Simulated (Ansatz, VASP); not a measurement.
## MgCdTe3 in VASP and in Ansatz

```xyz
5
Lattice="3.3273 1.9210 4.6789 -3.3273 1.9210 4.6789 0.0000 -3.8420 4.6789" Properties=species:S:1:pos:R:3 pbc="T T T"
Mg    0.0000    0.0000    0.0000
Cd    0.0000    0.0000    7.0183
Te    0.0000    1.9210    4.6789
Te   -1.6636   -0.9605    4.6789
Te    1.6636   -0.9605    4.6789
```

Alike in both runs: functional PBE; k mesh 6 × 6 × 6; occupations gaussian, width 0.1 eV; no spin polarisation.

Ansatz relaxed the structure, and its values are those at the end. VASP's run is a single point on that final structure, the one shown.

```csv
,VASP,Ansatz
version,VASP 6.6.1,Ansatz 0.2.0
potentials or method,"VASP PAW PBE potentials, release 64 (Mg, Cd, Te), cutoff 520 eV","scalar-relativistic, plane waves, PAW"
valence electrons in the cell,32,78
```

```tsv
	VASP	Ansatz	Ansatz less VASP
gap on the k mesh at the Fermi level (eV)	none	none	-
pressure (GPa)	0.0	0.0	-0.03
```

A gap of «none» marks a metal or a gap that the smearing closes. The functional is the same, so the differences come from potentials, cutoffs and numerics. VASP's potentials hold 32 valence electrons a cell and Ansatz's 78, so a difference there can come from the potentials and not from the codes.

Spin-orbit coupling is off throughout.
